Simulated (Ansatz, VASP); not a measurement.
Two plane-wave programs on MgO

```xyz
2
Lattice="0.0000 2.1021 2.1336 2.1021 0.0000 2.1336 2.1021 2.1021 0.0000" Properties=species:S:1:pos:R:3 pbc="T T T"
Mg    0.0000    0.0000    0.0000
O     2.1021    2.1021    2.1336
```

Change from the starting cell: strain +0.0150 x Voigt [0, 0, 1, 0, 0, 0], atoms carried along.

Alike in both runs: task single point; functional r2SCAN; k mesh 10 × 10 × 10; occupations gaussian, width 0.05 eV; no spin polarisation.

|  | VASP | Ansatz |
| --- | --- | --- |
| version | VASP 6.6.1 | Ansatz 0.2.0 |
| potentials or method | VASP PAW PBE potentials, release 64 (Mg, O), cutoff 520 eV | scalar-relativistic, plane waves, PAW |
| valence electrons in the cell | 8 | 16 |

|  | VASP | Ansatz | Ansatz less VASP |
| --- | --- | --- | --- |
| gap on the k mesh at the Fermi level (eV) | 5.49 | 5.51 | +0.025 |
| least direct gap on the mesh (eV) | 5.49 | 5.51 | +0.025 |
| pressure (GPa) | -3.5 | -2.3 | +1.14 |
| traceless stress, the component that is largest in VASP (GPa) | -1.91 | -1.92 | -0.012 |

VASP's potentials were made for PBE, not for r2SCAN. VASP's potentials hold 8 valence electrons a cell and Ansatz's 16, so a difference there can come from the potentials and not from the codes.
